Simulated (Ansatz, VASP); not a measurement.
**ZnO in VASP and in Ansatz**

```
Zn O
1.0
     3.18515    0.00000    0.00000
    -1.59258    2.75842    0.00000
     0.00000    0.00000    7.59821
Zn O
2 2
Direct
  0.00000 0.00000 0.75000
  0.00000 0.00000 0.25000
  0.33333 0.66667 0.25000
  0.66667 0.33333 0.75000
```

Alike in both runs: task single point; functional PBEsol; k mesh 12 × 12 × 4; occupations gaussian, width 0.05 eV; no spin polarisation.

```csv
,VASP,Ansatz
version,VASP 6.6.1,Ansatz 0.2.0
potentials or method,"VASP PAW PBE potentials, release 64 (Zn, O), cutoff 520 eV","scalar-relativistic, plane waves, PAW"
valence electrons in the cell,36,36
```

Ansatz gave:

| Property | Result |
| --- | --- |
| gap on the k mesh at the Fermi level (eV) | 0.84 |
| least direct gap on the mesh (eV) | 0.84 |
| pressure (GPa) | 4.6 |
| traceless stress, the component that is largest in VASP (GPa) | -5.24 |

Problem. Which values does VASP return?

Solution. gap on the k mesh at the Fermi level (eV): 0.84; least direct gap on the mesh (eV): 0.84; pressure (GPa): 5.5; traceless stress, the component that is largest in VASP (GPa): -6.20.

VASP's potentials were made for PBE, not for PBEsol. The functional is the same, so the differences come from potentials, cutoffs and numerics.
